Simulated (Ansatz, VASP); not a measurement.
# One calculation of LiF, two programs

INCAR

```
PREC     = Accurate       # precision mode
ENCUT    = 520            # plane-wave cutoff, eV
EDIFF    = 1E-7           # SCF threshold, eV
ISMEAR   = 0              # smearing method
SIGMA    = 0.05           # smearing width, eV
LREAL    = False          # projectors in reciprocal space
LASPH    = True           # aspherical terms in the spheres
NELM     = 80             # most SCF steps
ALGO     = Normal         # electronic algorithm
ISIF     = 2              # what is computed and relaxed
LWAVE    = False          # write WAVECAR
LCHARG   = False          # write CHGCAR
GGA      = PE             # functional
NBANDS   = 18             # bands
```

KPOINTS

```
regular mesh
0
Gamma
  9 9 6
```

File POSCAR:

```
LiF
1.0
    3.1775711328      0.0000000000      0.0000000000
   -1.5887855664      2.7518573233      0.0000000000
    0.0000000000      0.0000000000      4.7437959441
Li F
2 2
Direct
    0.3333333333      0.6666666667      0.3504708074
    0.6666666667      0.3333333333      0.8504708074
    0.3333333333      0.6666666667      0.9939266766
    0.6666666667      0.3333333333      0.4939266766
```

Input for Ansatz:

```yaml
crystal:
  lattice:
    - [3.1775711328, 0.0, 0.0]
    - [-1.5887855664, 2.7518573233, 0.0]
    - [0.0, 0.0, 4.7437959441]
  atoms:
    - { symbol: Li, position: [0.3333333333, 0.6666666667, 0.3504708074] }
    - { symbol: Li, position: [0.6666666667, 0.3333333333, 0.8504708074] }
    - { symbol: F, position: [0.3333333333, 0.6666666667, 0.9939266766] }
    - { symbol: F, position: [0.6666666667, 0.3333333333, 0.4939266766] }
basis:
  ecutwfc: 520.0
kpoints:
  mp_grid: { grid: [9, 9, 6] }
hamiltonian:
  xc: pbe
scf:
  occupations: { method: gaussian, width: 0.05 }
output:
  forces: true
  stress: true
  eigenvalues: true
```

Alike in both runs: task single point; functional PBE; k mesh 9 × 9 × 6; occupations gaussian, width 0.05 eV; no spin polarisation.

```csv
,VASP,Ansatz
version,VASP 6.6.1,Ansatz 0.2.0
potentials or method,"VASP PAW PBE potentials, release 64 (Li_sv, F), cutoff 520 eV","scalar-relativistic, plane waves, PAW"
valence electrons in the cell,20,20
```

|  | VASP | Ansatz | Ansatz less VASP |
| --- | --- | --- | --- |
| gap on the k mesh at the Fermi level (eV) | 7.64 | 7.65 | +0.011 |
| least direct gap on the mesh (eV) | 7.64 | 7.65 | +0.011 |
| rms of the force components (eV/Å) | 0.617 | 0.585 | -0.0323 |

Atom by atom the forces differ by 0.032 eV/Å (rms over components).

Noted on VASP's run: the cutoff is short for stress, so the pressure is rough.
